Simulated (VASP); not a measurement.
A run of VASP 6.6.1 is set up as follows.

Contents of INCAR:

```
ALGO = Normal ; EDIFF = 1E-7
ENCUT = 520 ; GGA = PS
ISIF = 2 ; ISMEAR = 0
LASPH = T ; LCHARG = T
LELF = T ; LREAL = F
LVHAR = T ; LWAVE = F
NBANDS = 11 ; NELM = 80
PREC = Accurate ; SIGMA = 0.01
```

Contents of KPOINTS:

```
k-points
0
Gamma
  8 8 8
```

Contents of POSCAR:

```
BP
1.0
    0.0000000000      2.2601613090      2.2601613090
    2.2601613090      0.0000000000      2.2601613090
    2.2601613090      2.2601613090      0.0000000000
B P
1 1
Direct
    0.0000000000      0.0000000000      0.0000000000
    0.2500000000      0.2500000000      0.2500000000
```

Potentials or basis: VASP PAW PBE potentials, release 64 (B, P).

Run with:

```sh
$ cat potpaw_PBE.64/B/POTCAR potpaw_PBE.64/P/POTCAR > POTCAR
$ mpirun -np 1 vasp_std > vasp.out
```

Problem. What does it give for the band gap on the k mesh?

Solution. 1.15 eV, indirect (least direct gap 3.37 eV).

Problem. Estimate the pressure.

Solution. 0.1 GPa.

Caveat: the PAW data sets were made with another functional, which shifts forces and pressure a little. A k mesh can miss the band edges.
